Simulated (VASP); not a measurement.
C:

```
C
1.0
     2.47061    0.00000    0.00000
    -1.23531    2.13961    0.00000
     0.00000    0.00000    8.06895
C
8
Direct
  0.66667 0.33333 0.84375
  0.33333 0.66667 0.34375
  0.66667 0.33333 0.65625
  0.33333 0.66667 0.15625
  0.00000 0.00000 0.90625
  0.00000 0.00000 0.40625
  0.00000 0.00000 0.59375
  0.00000 0.00000 0.09375
```

Base run:

| Property | Result |
| --- | --- |
| Program | VASP 6.6.1 |
| Functional | revPBE |
| Dispersion | D3(BJ) |
| Potentials or basis | VASP PAW PBE potentials, release 64 (C) |
| Cutoff | 520 eV |
| k mesh | 12 × 12 × 4 |
| Occupations | fermi-dirac, width 0.05 eV |
| Spin | no spin polarisation |

Its results: band gap on the k mesh 4.55 eV (least direct gap 5.31 eV); pressure 26.2 GPa; largest force 0.365 eV/Å.

The run is repeated on the same cell with these changes: functional from revPBE to RPBE. What comes out?

Band gap on the k mesh 4.55 eV (least direct gap 5.31 eV); pressure 19.5 GPa; largest force 0.380 eV/Å.

Caveats: the cell stands under pressure; the PAW data sets were made with another functional, which shifts forces and pressure a little.

A k mesh can miss the band edges.
